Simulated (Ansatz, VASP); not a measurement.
# One calculation of BaAg2F6, two programs

The input INCAR:

```
PREC = Accurate
ENCUT = 600
EDIFF = 1E-6
ISMEAR = 0
SIGMA = 0.1
LREAL = False
LASPH = True
NELM = 100
ALGO = Normal
ISIF = 3
LWAVE = False
LCHARG = False
GGA = PE
IBRION = 2
NSW = 100
EDIFFG = -0.01
```

The input KPOINTS:

```
Automatic mesh
0
Gamma
  8 8 8
```

POSCAR

```
BaAg2F6
1.0
    0.0000000000      4.3512258000      4.3512258000
    4.3512258000      0.0000000000      4.3512258000
    4.3512258000      4.3512258000      0.0000000000
Ba Ag F
1 2 6
Direct
    0.5000000000      0.5000000000      0.5000000000
    0.7500000000      0.7500000000      0.7500000000
    0.2500000000      0.2500000000      0.2500000000
    0.0000000000      0.0000000000      0.5000000000
    0.5000000000      0.5000000000      0.0000000000
    0.0000000000      0.5000000000      0.0000000000
    0.5000000000      0.0000000000      0.0000000000
    0.5000000000      0.0000000000      0.5000000000
    0.0000000000      0.5000000000      0.5000000000
```

Input for Ansatz:

```yaml
crystal:
  lattice:
    - [0.0, 4.3512258, 4.3512258]
    - [4.3512258, 0.0, 4.3512258]
    - [4.3512258, 4.3512258, 0.0]
  atoms:
    - { symbol: Ba, position: [0.5, 0.5, 0.5] }
    - { symbol: Ag, position: [0.75, 0.75, 0.75] }
    - { symbol: Ag, position: [0.25, 0.25, 0.25] }
    - { symbol: F, position: [0.0, 0.0, 0.5] }
    - { symbol: F, position: [0.5, 0.5, 0.0] }
    - { symbol: F, position: [0.0, 0.5, 0.0] }
    - { symbol: F, position: [0.5, 0.0, 0.0] }
    - { symbol: F, position: [0.5, 0.0, 0.5] }
    - { symbol: F, position: [0.0, 0.5, 0.5] }
basis:
  ecutwfc: 420
kpoints:
  mp_grid: { grid: [8, 8, 8] }
hamiltonian:
  xc: pbe
scf:
  occupations: { method: gaussian, width: 0.1 }
output:
  forces: true
  stress: true
  eigenvalues: true
  write_density: true
  write_potential: true
  elf: true
  volumetric_format: npy
relax:
  adjacent_minimum: "off"
  f_tol: 0.01
  max_steps: 80
  cell: { stress_tol: 0.05 }
```

Change from the starting cell: relaxed end of: species swapped into the NaW2O6 type (Fm-3m, No. 225).

Alike in both runs: task relaxation of cell and atoms; functional PBE; k mesh 8 × 8 × 8; occupations gaussian, width 0.1 eV; no spin polarisation.

```csv
,VASP,Ansatz
version,VASP 6.6.1,Ansatz 0.2.0
potentials or method,"VASP PAW PBE potentials, release 64 (Ba_sv, Ag, F), cutoff 600 eV","scalar-relativistic, plane waves, PAW"
valence electrons in the cell,74,90
```

```tsv
	VASP	Ansatz	Ansatz less VASP
gap on the k mesh at the Fermi level, each at its own relaxed structure (eV)	none	none	-
relaxed volume (Å³/atom)	18.26	18.31	+0.044
relaxed cell length with the largest relative difference (Å)	6.149	6.154	+0.0049
```

A gap of «none» marks a metal or a gap that the smearing closes. VASP's potentials hold 74 valence electrons a cell and Ansatz's 90, so a difference there can come from the potentials and not from the codes. Ansatz's warnings: xc potential rough in thin density.

Neither program's run includes spin-orbit coupling.
